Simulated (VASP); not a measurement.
C, 2 atoms in the cell. The structure is cubic, space group Fd-3m (No. 227). The conventional cell has a = 3.569 Å, b = 3.569 Å, c = 3.569 Å, α = 90.00°, β = 90.00°, γ = 90.00°. C (site symmetry -43m) has 4 C at 1.55 Å within 2.1 Å. 

| Quantity | Value |
| --- | --- |
| Program | VASP 6.6.1 |
| Task | single point |
| Functional | BLYP |
| Dispersion | D3(BJ) |
| Potentials or basis | VASP PAW PBE potentials, release 64 (C) |
| Cutoff | 520 eV |
| k mesh | 13 × 13 × 13 |
| Occupations | fermi-dirac, width 0.05 eV |
| Spin | no spin polarisation |
| Dipole correction | no |
| Further INCAR settings | ALGO = Normal; EDIFF = 1e-06; NBANDS = 11 |

Potentials or basis: VASP PAW PBE potentials, release 64 (C).

Launch:

```bash
$ cat potpaw_PBE.64/C/POTCAR > POTCAR
$ mpirun -np 1 vasp_std > vasp.out
```

Hardware: 1 thread of Intel Xeon 6975P-C (shared host).

Question: Estimate the wall time of this run.

Answer: It took 8.5 s on 1 thread of Intel Xeon 6975P-C (shared host), peak memory 0.13 GiB. Counts: scf iterations 11, k points 84.
